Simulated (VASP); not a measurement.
# AgPt3 (Fm-3m) in VASP: a series of runs

Runs on AgPt3. Level: LDA. Tasks: single point, relaxation of cell and atoms.

All numbers are computed with VASP 6.6.1; they aren't measurements. Logs are shortened: lines on timing, memory, paths and dates and some standing lists are left out, and cuts for length are marked.

**1. The cell of the first run**

Symmetry: Fm-3m, No. 225, cubic system. The conventional cell has a = 6.225 Å, b = 6.225 Å, c = 6.225 Å, α = 90.00°, β = 90.00°, γ = 90.00°. Within 3.6 Å of Ag (site symmetry m-3m) lie 14 Pt at 2.70 to 3.11 Å. Within 3.6 Å of Pt (site symmetry m-3m) lie 8 Pt at 2.70 Å and 6 Ag at 3.11 Å. Pt (site symmetry -43m) has 4 Ag at 2.70 Å and 10 Pt at 2.70 to 3.11 Å within 3.6 Å.

**2. Single point, LDA**

INCAR reads:

```
SYSTEM = AgPt3
PREC = Accurate
ENCUT = 500
EDIFF = 1E-6
ISMEAR = 1
SIGMA = 0.1
LREAL = .False.
LASPH = .True.
NELM = 120
ALGO = Normal
ISIF = 2
LWAVE = .False.
LCHARG = .False.
NBANDS = 28
GGA_COMPAT = .False.
```

KPOINTS reads:

```
Automatic mesh
0
Gamma
  5 5 5
  0 0 0
```

POSCAR reads:

```
AgPt3
1.0
    0.0000000000      3.1126057435      3.1126057435
    3.1126057435      0.0000000000      3.1126057435
    3.1126057435      3.1126057435      0.0000000000
Ag Pt
1 3
Direct
    0.0000000000      0.0000000000      0.0000000000
    0.5000000000      0.5000000000      0.5000000000
    0.2500000000      0.2500000000      0.2500000000
    0.7500000000      0.7500000000      0.7500000000
```

Potentials or basis: VASP PAW LDA potentials, release 64 (Ag, Pt).

Launch:

```
cat potpaw_LDA.64/Ag/POTCAR potpaw_LDA.64/Pt/POTCAR > POTCAR
mpirun -np 1 vasp_std > vasp.out
```

OUTCAR:

```text
SYSTEM = AgPt3
   PREC = Accurate
   ENCUT = 500
   EDIFF = 1E-6
   ISMEAR = 1
   LREAL = .False.
   LASPH = .True.
   NELM = 120
   ISIF = 2

 ion  position               nearest neighbor table
   1  0.000  0.000  0.000-   4 2.70   4 2.70   4 2.70   3 2.70   4 2.70   3 2.70   3 2.70   3 2.70
                             2 3.11   2 3.11   2 3.11   2 3.11   2 3.11   2 3.11
   2  0.500  0.500  0.500-   3 2.70   3 2.70   3 2.70   3 2.70   4 2.70   4 2.70   4 2.70   4 2.70
                             1 3.11   1 3.11   1 3.11   1 3.11   1 3.11   1 3.11
   3  0.250  0.250  0.250-   1 2.70   1 2.70   1 2.70   1 2.70   2 2.70   2 2.70   2 2.70   2 2.70
                             4 3.11   4 3.11   4 3.11   4 3.11   4 3.11   4 3.11
   4  0.750  0.750  0.750-   2 2.70   2 2.70   2 2.70   1 2.70   2 2.70   1 2.70   1 2.70   1 2.70
                             3 3.11   3 3.11   3 3.11   3 3.11   3 3.11   3 3.11

  LATTYP: Found a face centered cubic cell.
 ALAT       =     6.2252114870

  Lattice vectors:

 A1 = (   0.0000000000,   3.1126057435,   3.1126057435)
 A2 = (   3.1126057435,   0.0000000000,   3.1126057435)
 A3 = (   3.1126057435,   3.1126057435,   0.0000000000)

Analysis of symmetry for initial positions (statically):
=====================================================================
 Subroutine PRICEL returns:
 Original cell was already a primitive cell.

 Routine SETGRP: Setting up the symmetry group for a
 face centered cubic supercell.

 Subroutine GETGRP returns: Found 48 space group operations
 (whereof 48 operations were pure point group operations)
 out of a pool of 48 trial point group operations.

The static configuration has the point symmetry O_h .

Analysis of symmetry for dynamics (positions and initial velocities):
=====================================================================
 Subroutine PRICEL returns:
 Original cell was already a primitive cell.

 Routine SETGRP: Setting up the symmetry group for a
 face centered cubic supercell.

 Subroutine GETGRP returns: Found 48 space group operations
 (whereof 48 operations were pure point group operations)
 out of a pool of 48 trial point group operations.

The dynamic configuration has the point symmetry O_h .

 Subroutine INISYM returns: Found 48 space group operations
 (whereof 48 operations are pure point group operations),
 and found     1 'primitive' translations

----------------------------------------------------------------------------------------

                                     Primitive cell

[... 80 lines left out ...]
   LREAL  =      F    real-space projection
   EDIFFG = 0.1E-04   stopping-criterion for IOM
   NSW    =      0    number of steps for IOM
   IBRION =     -1    ionic relax: 0-MD 1-quasi-New 2-CG
   NFREE  =      0    steps in history (QN), initial steepest desc. (CG)
   ISIF   =      2    stress and relaxation
   ISYM   =      2    0-nonsym 1-usesym 2-fastsym
   POTIM  = 0.5000    time-step for ionic-motion
   TEBEG  =    0.0;   TEEND  =   0.0 temperature during run
   PSTRESS=    0.0 pullay stress
   NELECT =      41.0000    total number of electrons
   NUPDOWN=      -1.0000    fix difference up-down
   EMIN   =  10.00;   EMAX   =-10.00  energy-range for DOS
   EFERMI =   0.00;   METHOD = LEGACY
   ISMEAR =     1;   SIGMA  =   0.10  broadening in eV -4-tet -1-fermi 0-gaus
   EFERMI_NEDOS =   21; number of points for ismear=-14 and -15
   IALGO  =     38    algorithm
   IMIX   =      4    mixing-type and parameters
     AMIX     =   0.40;   BMIX     =  1.00
     AMIX_MAG =   1.60;   BMIX_MAG =  1.00
  volume/ion in A,a.u.               =      15.08       101.75
  Fermi-wavevector in a.u.,A,eV,Ry     =   1.439468  2.720200 28.192197  2.072068
  Thomas-Fermi vector in A             =   2.558320
   LORBIT       =      0    0 simple, 1 ext, 2 COOP (PROOUT), +10 PAW based schemes
   GGA     = CA    functional components
   LHFCALC =     F    Hartree Fock is set to
   AEXX    =    0.0000 exact exchange contribution
   IVDW    =     0    specifies the selected vdW correction
   LEPSILON=     F    determine dielectric tensor
   LRPA    =     F    only Hartree local field effects (RPA)
 non-spin polarized calculation
 Methfessel and Paxton  Order N= 1 SIGMA  =   0.10
  energy-cutoff  :      500.00
  volume of cell :       60.31
 maximum number of plane-waves:      1539
   NGX = 17   NGY = 17   NGZ = 17

 number of electron      41.0000002 magnetization

 Free energy of the ion-electron system (eV)
  ---------------------------------------------------
  ext. energy  EPLUGINS =         0.00000000
  ---------------------------------------------------
  free energy    TOTEN  =       -25.71761234 eV

  energy without entropy =      -25.70966066  energy(sigma->0) =      -25.71496178

 E-fermi :  10.4968     XC(G=0): -13.5970

 val. band max:       10.4899681375   @ k =   0.0000   0.0000   0.0000
 cond. band min:      10.5016592779   @ k =  -0.4000   0.4000   0.0000
 fundamental gap:      0.0116911404
 Fermi energy:        10.4968395604

 k-point     1 :       0.0000    0.0000    0.0000
  band No.  band energies     occupation
      1       0.9580      2.00000
      2       3.9274      2.00000
      3       3.9274      2.00000
      4       5.2752      2.00000
      5       5.2752      2.00000
      6       5.2752      2.00000
[... 299 lines left out ...]
     27      19.9377      0.00000
     28      23.2523      0.00000

------------------------ aborting loop because EDIFF is reached ----------------------------------------

  FORCE on cell =-STRESS in cart. coord.  units (eV):
  Direction    XX          YY          ZZ          XY          YZ          ZX
  --------------------------------------------------------------------------------------
  -------------------------------------------------------------------------------------
  Total        0.3286024      0.3286024      0.3286024      0.0000000      0.0000000     -0.0000000
  in kB        8.7292901      8.7292901      8.7292901      0.0000000      0.0000000     -0.0000000
  external PRESSURE =       8.7292901 kB  Pullay stress =       0.0000000 kB

 VOLUME and BASIS-vectors are now :
 -----------------------------------------------------------------------------
  energy-cutoff  :      500.00
  volume of cell :       60.31
      direct lattice vectors                 reciprocal lattice vectors
     0.000000000  3.112605744  3.112605744    -0.160637113  0.160637113  0.160637113
     3.112605744  0.000000000  3.112605744     0.160637113 -0.160637113  0.160637113
     3.112605744  3.112605744  0.000000000     0.160637113  0.160637113 -0.160637113

 POSITION                                       TOTAL-FORCE (eV/Angst)
 -----------------------------------------------------------------------------------
      0.00000      0.00000      0.00000        -0.000000     -0.000000     -0.000000
      3.11261      3.11261      3.11261        -0.000000     -0.000000     -0.000000
      1.55630      1.55630      1.55630         0.000000      0.000000      0.000000
      4.66891      4.66891      4.66891        -0.000000     -0.000000     -0.000000
 -----------------------------------------------------------------------------------
    total drift:                                0.000000     -0.000000      0.000000

  FREE ENERGIE OF THE ION-ELECTRON SYSTEM (eV)
  ---------------------------------------------------
  free  energy   TOTEN  =       -25.7176123403 eV

  energy  without entropy=      -25.7096606650  energy(sigma->0) =      -25.71496178
```

OSZICAR:

```text
N       E                     dE             d eps       ncg     rms          rms(c)
DAV:   1     0.258202729529E+03    0.25820E+03   -0.19868E+04   560   0.135E+03
DAV:   2    -0.195156159342E+02   -0.27772E+03   -0.26720E+03   616   0.324E+02
DAV:   3    -0.272761613760E+02   -0.77605E+01   -0.76417E+01   636   0.542E+01
DAV:   4    -0.273289342776E+02   -0.52773E-01   -0.52762E-01   612   0.470E+00
DAV:   5    -0.273294672294E+02   -0.53295E-03   -0.53294E-03   640   0.501E-01    0.229E+01
DAV:   6    -0.258894648136E+02    0.14400E+01   -0.37578E+00   596   0.193E+01    0.129E+01
DAV:   7    -0.257835318833E+02    0.10593E+00   -0.90151E-01   588   0.103E+01    0.532E+00
DAV:   8    -0.257332366662E+02    0.50295E-01   -0.36120E-01   596   0.716E+00    0.270E+00
DAV:   9    -0.257247507209E+02    0.84859E-02   -0.10751E-01   608   0.281E+00    0.102E+00
DAV:  10    -0.257176756263E+02    0.70751E-02   -0.33208E-02   608   0.162E+00    0.138E-01
DAV:  11    -0.257176262233E+02    0.49403E-04   -0.75037E-04   596   0.260E-01    0.749E-02
DAV:  12    -0.257176125362E+02    0.13687E-04   -0.84858E-05   604   0.117E-01    0.131E-02
DAV:  13    -0.257176123403E+02    0.19596E-06   -0.35114E-06   544   0.173E-02
   1 F= -.25717612E+02 E0= -.25714962E+02  d E =-.795168E-02
```

stdout:

```text
POSCAR found type information on POSCAR AgPt
 POSCAR found :  2 types and       4 ions
 scaLAPACK will be used
 LDA part: xc-table for (Slater(with rela. corr.)+CA(PZ))
 , standard interpolation
 POSCAR, INCAR and KPOINTS ok, starting setup
 FFT: planning ... GRIDC
 FFT: planning ... GRID_SOFT
 FFT: planning ... GRID
 WAVECAR not read
 entering main loop
```

It took 15 s on 1 thread of Intel Xeon 8259CL, shared host; peak memory 0.16 GiB.

Results:

| Property | Result |
| --- | --- |
| Free energy | -25.7176 eV |
| Pressure | 0.9 GPa |
| Band gap on the k mesh | zero (an odd number of electrons rules out a gap without spin polarisation) |

Caveat: spin-orbit coupling is left out, which moves the levels of the heavy elements.

**3. Relaxation of cell and atoms, LDA**

This run uses another cell than the first one, of 14.82 Å³/atom.

INCAR reads:

```
SYSTEM = AgPt3
ALGO     = Normal         ! electronic algorithm
EDIFF    = 1E-7           ! SCF threshold, eV
EDIFFG   = -0.03          ! ionic threshold
ENCUT    = 500            ! plane-wave cutoff, eV
GGA_COMPAT= .False.      
IBRION   = 2              ! ionic algorithm
ISIF     = 3              ! what is computed and relaxed
ISMEAR   = 1              ! smearing method
LASPH    = .True.         ! aspherical terms in the spheres
LCHARG   = .False.        ! write CHGCAR
LREAL    = .False.        ! projectors in reciprocal space
LWAVE    = .False.        ! write WAVECAR
NELM     = 120            ! most SCF steps
NELMIN   = 4            
NSW      = 60             ! ionic steps
PREC     = Accurate       ! precision mode
SIGMA    = 0.1            ! smearing width, eV
```

KPOINTS reads:

```
k-points
0
Gamma
  5 5 5
  0 0 0
```

POSCAR reads:

```
AgPt3
1.0
    0.0000000000      3.0950000000      3.0950000000
    3.0950000000      0.0000000000      3.0950000000
    3.0950000000      3.0950000000      0.0000000000
Ag Pt
1 3
Direct
    0.0000000000      0.0000000000      0.0000000000
    0.5000000000      0.5000000000      0.5000000000
    0.2500000000      0.2500000000      0.2500000000
    0.7500000000      0.7500000000      0.7500000000
```

Potentials or basis: VASP PAW LDA potentials, release 64 (Ag, Pt).

Launch:

```
cat potpaw_LDA.64/Ag/POTCAR potpaw_LDA.64/Pt/POTCAR > POTCAR
mpirun -np 1 vasp_std > vasp.out
```

It took 36 s on 1 thread of Intel Xeon 8259CL, shared host; peak memory 0.17 GiB.

Results (log left out):

```
Free energy                           : -25.7175 eV
Relaxed volume                        : 15.14 Å³/atom
Relaxed cell                          : a = 4.408 Å, b = 4.408 Å, c = 4.408 Å, α = 60.00°, β = 60.00°, γ = 60.00°
Space group after relaxing (to 0.1 Å) : Fm-3m (No. 225)
Energy gained by relaxing             : 5.1 meV/atom
Ionic steps                           : 3
Pressure after relaxing               : -0.1 GPa
Band gap on the k mesh                : zero (an odd number of electrons rules out a gap without spin polarisation)
```

Step by step:
```csv
step,energy change (eV),largest force (eV/Å),pressure (GPa),volume (Å³)
1,0.0000,0.0000,5.46,59.29
2,0.0992,0.0000,-11.30,63.74
3,-0.0206,0.0000,-0.10,60.55
```

Final structure:
```xyz
4
Lattice="0.0000 3.1167 3.1167 3.1167 0.0000 3.1167 3.1167 3.1167 0.0000" Properties=species:S:1:pos:R:3 pbc="T T T"
Ag    0.0000    0.0000    0.0000
Pt    3.1167    3.1167    3.1167
Pt    1.5584    1.5584    1.5584
Pt    4.6751    4.6751    4.6751
```

Levels at points of the mesh, in eV from the Fermi level:
| k point | band 18 | band 19 | band 20 | band 21 | band 22 | band 23 | band 24 |
| --- | --- | --- | --- | --- | --- | --- | --- |
| (0.00, 0.00, 0.00) | -0.44 | -0.01 | -0.01 | -0.01 | 5.19 | 5.71 | 7.75 |

Caveat: spin-orbit coupling is left out, which moves the levels of the heavy elements.
